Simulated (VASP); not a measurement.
# MgTl (Pm-3m) in VASP: notebook

The runs below take MgTl through electric field gradients, with LDA.

Program: VASP 6.6.1. These are calculated values, not measurements. Logs are shortened: lines on timing, memory, paths and dates and some standing lists are left out, and cuts for length are marked.

### 1 The cell of the first run

Symmetry: Pm-3m, No. 221, cubic system. Conventional cell: a = 3.611 Å, b = 3.611 Å, c = 3.611 Å, α = 90.00°, β = 90.00°, γ = 90.00°. Mg (site symmetry m-3m) has 8 Tl at 3.13 Å and 6 Mg at 3.61 Å within 4.1 Å. Within 4.1 Å of Tl (site symmetry m-3m) lie 8 Mg at 3.13 Å and 6 Tl at 3.61 Å.

### 2 Electric field gradients, LDA (23.53 Å³/atom)

INCAR

```
SYSTEM = MgTl
  ALGO = Normal
  EDIFF = 1E-8
  ENCUT = 520
  ISIF = 2
  ISMEAR = -1
  LASPH = .TRUE.
  LCHARG = .FALSE.
  LEFG = .TRUE.
  LREAL = .FALSE.
  LWAVE = .FALSE.
  NBANDS = 14
  NELM = 100
  PREC = Accurate
  SIGMA = 0.05
```

KPOINTS

```
k-points
0
G
  9 9 9
  0 0 0
```

POSCAR

```
MgTl
1.0
    3.6106032918      0.0000000000      0.0000000000
    0.0000000000      3.6106032918      0.0000000000
    0.0000000000      0.0000000000      3.6106032918
Mg Tl
1 1
Direct
    0.0000000000      0.0000000000      0.0000000000
    0.5000000000      0.5000000000      0.5000000000
```

Potentials or basis: VASP PAW LDA potentials, release 64 (Mg, Tl_d).

Started as:

```console
cat potpaw_LDA.64/Mg/POTCAR potpaw_LDA.64/Tl_d/POTCAR > POTCAR
mpirun -np 1 vasp_std > vasp.out
```

OUTCAR:

```text
SYSTEM = MgTl
   EDIFF = 1E-8
   ENCUT = 520
   ISIF = 2
   ISMEAR = -1
   LASPH = .TRUE.
   LREAL = .FALSE.
   NELM = 100
   PREC = Accurate

 ion  position               nearest neighbor table
   1  0.000  0.000  0.000-   2 3.13   2 3.13   2 3.13   2 3.13   2 3.13   2 3.13   2 3.13   2 3.13

   2  0.500  0.500  0.500-   1 3.13   1 3.13   1 3.13   1 3.13   1 3.13   1 3.13   1 3.13   1 3.13

  LATTYP: Found a simple cubic cell.
 ALAT       =     3.6106032918

  Lattice vectors:

 A1 = (   3.6106032918,   0.0000000000,   0.0000000000)
 A2 = (   0.0000000000,   3.6106032918,   0.0000000000)
 A3 = (   0.0000000000,   0.0000000000,   3.6106032918)

Analysis of symmetry for initial positions (statically):
=====================================================================
 Subroutine PRICEL returns:
 Original cell was already a primitive cell.

 Routine SETGRP: Setting up the symmetry group for a
 simple cubic supercell.

 Subroutine GETGRP returns: Found 48 space group operations
 (whereof 48 operations were pure point group operations)
 out of a pool of 48 trial point group operations.

The static configuration has the point symmetry O_h .

Analysis of symmetry for dynamics (positions and initial velocities):
=====================================================================
 Subroutine PRICEL returns:
 Original cell was already a primitive cell.

 Routine SETGRP: Setting up the symmetry group for a
 simple cubic supercell.

 Subroutine GETGRP returns: Found 48 space group operations
 (whereof 48 operations were pure point group operations)
 out of a pool of 48 trial point group operations.

The dynamic configuration has the point symmetry O_h .

 Subroutine INISYM returns: Found 48 space group operations
 (whereof 48 operations are pure point group operations),
 and found     1 'primitive' translations

----------------------------------------------------------------------------------------

                                     Primitive cell

  volume of cell :      47.0695

  direct lattice vectors                    reciprocal lattice vectors
     3.610603292  0.000000000  0.000000000     0.276962025  0.000000000  0.000000000
     0.000000000  3.610603292  0.000000000     0.000000000  0.276962025  0.000000000
     0.000000000  0.000000000  3.610603292     0.000000000  0.000000000  0.276962025

  length of vectors
     3.610603292  3.610603292  3.610603292     0.276962025  0.276962025  0.276962025

  position of ions in fractional coordinates (direct lattice)
     0.000000000  0.000000000  0.000000000
     0.500000000  0.500000000  0.500000000

  ion indices of the primitive-cell ions
   primitive index   ion index
                 1           1
                 2           2

----------------------------------------------------------------------------------------

 KPOINTS: k-points

Automatic generation of k-mesh.
 Grid dimensions read from file:
 generate k-points for:    9    9    9

 Generating k-lattice:

  Cartesian coordinates                     Fractional coordinates (reciprocal lattice)
     0.030773558  0.000000000  0.000000000     0.111111111  0.000000000  0.000000000
     0.000000000  0.030773558  0.000000000     0.000000000  0.111111111  0.000000000
     0.000000000  0.000000000  0.030773558     0.000000000  0.000000000  0.111111111

  Length of vectors
     0.030773558  0.030773558  0.030773558

  Shift w.r.t. Gamma in fractional coordinates (k-lattice)
     0.000000000  0.000000000  0.000000000

 Subroutine IBZKPT returns following result:
 ===========================================

 Found     35 irreducible k-points:

 Following reciprocal coordinates:
            Coordinates               Weight
  0.000000  0.000000  0.000000      1.000000
  0.111111  0.000000  0.000000      6.000000
  0.222222  0.000000  0.000000      6.000000
  0.333333  0.000000  0.000000      6.000000
  0.444444  0.000000  0.000000      6.000000
  0.111111  0.111111  0.000000     12.000000
[... 16 lines left out ...]
  0.333333  0.333333  0.111111     24.000000
  0.444444  0.333333  0.111111     48.000000
 [... further k-points ...]
   k-points           NKPTS =     35   k-points in BZ     NKDIM =     35   number of bands    NBANDS=     14
   number of dos      NEDOS =    301   number of ions     NIONS =      2
   total plane-waves  NPLWV =  21952
   dimension x,y,z NGX =    28 NGY =   28 NGZ =   28
   dimension x,y,z NGXF=    56 NGYF=   56 NGZF=   56
   ions per type =               1   1
   NGX,Y,Z   is equivalent  to a cutoff of  12.89, 12.89, 12.89 a.u.
   NGXF,Y,Z  is equivalent  to a cutoff of  25.78, 25.78, 25.78 a.u.
 SYSTEM =  MgTl
   PREC   = accura    normal or accurate (medium, high low for compatibility)
   ISTART =      0    job   : 0-new  1-cont  2-samecut
   ICHARG =      2    charge: 1-file 2-atom 10-const
   ISPIN  =      1    spin polarized calculation?
   LNONCOLLINEAR =      F non collinear calculations
   LSORBIT =      F    spin-orbit coupling
   LASPH  =      T    aspherical Exc in radial PAW
   ENCUT  =  520.0 eV  38.22 Ry    6.18 a.u.   6.71  6.71  6.71*2*pi/ulx,y,z
   NELM   =    100;   NELMIN=  2; NELMDL= -5     # of ELM steps
   EDIFF  = 0.1E-07   stopping-criterion for ELM
   LREAL  =      F    real-space projection
   EDIFFG = 0.1E-06   stopping-criterion for IOM
   NSW    =      0    number of steps for IOM
   IBRION =     -1    ionic relax: 0-MD 1-quasi-New 2-CG
   NFREE  =      0    steps in history (QN), initial steepest desc. (CG)
   ISIF   =      2    stress and relaxation
   ISYM   =      2    0-nonsym 1-usesym 2-fastsym
   POTIM  = 0.5000    time-step for ionic-motion
   TEBEG  =    0.0;   TEEND  =   0.0 temperature during run
   PSTRESS=    0.0 pullay stress
   NELECT =      15.0000    total number of electrons
   NUPDOWN=      -1.0000    fix difference up-down
   EMIN   =  10.00;   EMAX   =-10.00  energy-range for DOS
   EFERMI =   0.00;   METHOD = LEGACY
   ISMEAR =    -1;   SIGMA  =   0.05  broadening in eV -4-tet -1-fermi 0-gaus
   EFERMI_NEDOS =   21; number of points for ismear=-14 and -15
   IALGO  =     38    algorithm
   IMIX   =      4    mixing-type and parameters
     AMIX     =   0.40;   BMIX     =  1.00
     AMIX_MAG =   1.60;   BMIX_MAG =  1.00
  volume/ion in A,a.u.               =      23.53       158.82
  Fermi-wavevector in a.u.,A,eV,Ry     =   1.118215  2.113121 17.012803  1.250406
  Thomas-Fermi vector in A             =   2.254845
   LORBIT       =      0    0 simple, 1 ext, 2 COOP (PROOUT), +10 PAW based schemes
   GGA     = CA    functional components
   LHFCALC =     F    Hartree Fock is set to
   AEXX    =    0.0000 exact exchange contribution
   IVDW    =     0    specifies the selected vdW correction
   LEPSILON=     F    determine dielectric tensor
   LRPA    =     F    only Hartree local field effects (RPA)
 non-spin polarized calculation
  energy-cutoff  :      520.00
  volume of cell :       47.07
 maximum number of plane-waves:      1309
 NGX is ok and might be reduce to    28
   NGX = 13   NGY = 13   NGZ = 13

 number of electron      14.9999995 magnetization

 Free energy of the ion-electron system (eV)
  ---------------------------------------------------
  ext. energy  EPLUGINS =         0.00000000
  ---------------------------------------------------
  free energy    TOTEN  =        -5.06593367 eV

  energy without entropy =       -5.05716472  energy(sigma->0) =       -5.06154920

 E-fermi :   5.6003     XC(G=0): -10.0658

 val. band max:        5.5404900433   @ k =   0.4444   0.3333   0.3333
 cond. band min:       5.6399734285   @ k =   0.3333   0.2222   0.1111
 fundamental gap:      0.0994833852
 Fermi energy:         5.6003395973

 k-point     1 :       0.0000    0.0000    0.0000
  band No.  band energies     occupation
      1      -6.2679      2.00000
      2      -6.2679      2.00000
      3      -5.8951      2.00000
      4      -5.8951      2.00000
      5      -5.8951      2.00000
      6      -4.1776      2.00000
      7       7.9669      0.00000
      8       7.9669      0.00000
      9       7.9669      0.00000
     10       9.0529      0.00000
     11      10.9399      0.00000
     12      10.9399      0.00000
     13      19.2527      0.00000
     14      19.2527      0.00000

 k-point     2 :       0.1111    0.0000    0.0000
  band No.  band energies     occupation
      1      -6.2637      2.00000
      2      -6.2319      2.00000
      3      -5.9115      2.00000
      4      -5.9115      2.00000
      5      -5.8933      2.00000
      6      -4.0310      2.00000
      7       6.2735      0.00000
      8       8.1334      0.00000
      9       8.1334      0.00000
     10       9.7151      0.00000
     11      11.0015      0.00000
     12      12.2996      0.00000
     13      17.6519      0.00000
     14      17.6519      0.00000

 k-point     3 :       0.2222    0.0000    0.0000
  band No.  band energies     occupation
      1      -6.2529      2.00000
      2      -6.1461      2.00000
      3      -5.9526      2.00000
      4      -5.9526      2.00000
      5      -5.8888      2.00000
      6      -3.5876      2.00000
      7       4.1354      2.00000
      8       8.6134      0.00000
      9       8.6134      0.00000
     10      10.1773      0.00000
     11      11.1774      0.00000
     12      14.9521      0.00000
     13      15.7592      0.00000
     14      15.7592      0.00000
[... 324 lines left out ...]
 k-point    23 :       0.3333    0.3333    0.1111
  band No.  band energies     occupation
      1      -6.1630      2.00000
      2      -6.0928      2.00000
      3      -6.0105      2.00000
      4      -6.0073      2.00000
      5      -5.8514      2.00000
      6      -1.5141      2.00000
      7       3.5809      2.00000
      8       3.8923      2.00000
      9       8.3282      0.00000
     10       9.1008      0.00000
     11      12.7893      0.00000
     12      13.3358      0.00000
     13      14.3824      0.00000
     14      17.0107      0.00000

 k-point    24 :       0.4444    0.3333    0.1111
  band No.  band energies     occupation
      1      -6.2074      2.00000
      2      -6.0785      2.00000
      3      -6.0398      2.00000
      4      -6.0042      2.00000
      5      -5.7824      2.00000
      6      -0.7985      2.00000
      7       2.3850      2.00000
      8       4.5042      2.00000
      9       7.0928      0.00000
     10       9.9313      0.00000
     11      11.7148      0.00000
     12      13.8882      0.00000
     13      14.4925      0.00000
     14      16.4382      0.00000

 [... further k-points ...]

------------------------ aborting loop because EDIFF is reached ----------------------------------------

  FORCE on cell =-STRESS in cart. coord.  units (eV):
  Direction    XX          YY          ZZ          XY          YZ          ZX
  --------------------------------------------------------------------------------------
  -------------------------------------------------------------------------------------
  Total       -0.5763763     -0.5763763     -0.5763763      0.0000000      0.0000000      0.0000000
  in kB      -19.6190224    -19.6190224    -19.6190224      0.0000000      0.0000000      0.0000000
  external PRESSURE =     -19.6190224 kB  Pullay stress =       0.0000000 kB

 VOLUME and BASIS-vectors are now :
 -----------------------------------------------------------------------------
  energy-cutoff  :      520.00
  volume of cell :       47.07
      direct lattice vectors                 reciprocal lattice vectors
     3.610603292  0.000000000  0.000000000     0.276962025  0.000000000  0.000000000
     0.000000000  3.610603292  0.000000000     0.000000000  0.276962025  0.000000000
     0.000000000  0.000000000  3.610603292     0.000000000  0.000000000  0.276962025

 POSITION                                       TOTAL-FORCE (eV/Angst)
 -----------------------------------------------------------------------------------
      0.00000      0.00000      0.00000         0.000000      0.000000      0.000000
      1.80530      1.80530      1.80530         0.000000      0.000000      0.000000
 -----------------------------------------------------------------------------------
    total drift:                                0.000000      0.000000      0.000000

  FREE ENERGIE OF THE ION-ELECTRON SYSTEM (eV)
  ---------------------------------------------------
  free  energy   TOTEN  =        -5.0659336727 eV

  energy  without entropy=       -5.0571647232  energy(sigma->0) =       -5.06154920

 Electric field gradients (V/A^2)
---------------------------------------------------------------------
 ion       V_xx      V_yy      V_zz      V_xy      V_xz      V_yz
---------------------------------------------------------------------
   1       0.000     0.000     0.000    -0.000     0.000     0.000
   2      -0.000    -0.000    -0.000    -0.000    -0.000    -0.000
---------------------------------------------------------------------

 Electric field gradients after diagonalization (V/A^2)
 (convention: |V_zz| > |V_xx| > |V_yy|)
----------------------------------------------------------------------
 ion       V_xx      V_yy      V_zz     asymmetry (V_yy - V_xx)/ V_zz
----------------------------------------------------------------------
   1       0.000     0.000     0.000      -0.617
   2      -0.000    -0.000    -0.000      -0.183
----------------------------------------------------------------------

           NMR quadrupolar parameters

 Cq : quadrupolar parameter    Cq=e*Q*V_zz/h
 eta: asymmetry parameters     (V_yy - V_xx)/ V_zz
 Q  : nuclear electric quadrupole moment in mb (millibarn)
----------------------------------------------------------------------
 ion       Cq(MHz)       eta       Q (mb)
----------------------------------------------------------------------
   1       0.000      -0.617       1.000
   2      -0.000      -0.183       1.000
----------------------------------------------------------------------
```

It took 28 s on 1 thread of Intel Xeon 8259CL, shared host; peak memory 0.16 GiB.

Results:

```yaml
Free_energy: -5.0659 eV
Pressure: -2.0 GPa
Band_gap_on_the_k_mesh: zero (an odd number of electrons rules out a gap without spin polarisation)
Largest_electric_field_gradient_by_atom: zero within the noise of the run
```

Levels at points of the mesh, in eV from the Fermi level:
```csv
k point,band 4,band 5,band 6,band 7,band 8,band 9,band 10,band 11
"(0.00, 0.00, 0.00)",-11.50,-11.50,-9.78,2.37,2.37,2.37,3.45,5.34
```

Caveat: spin-orbit coupling is left out, which moves the levels of the heavy elements.

(Part 1 of 3 ends here.)
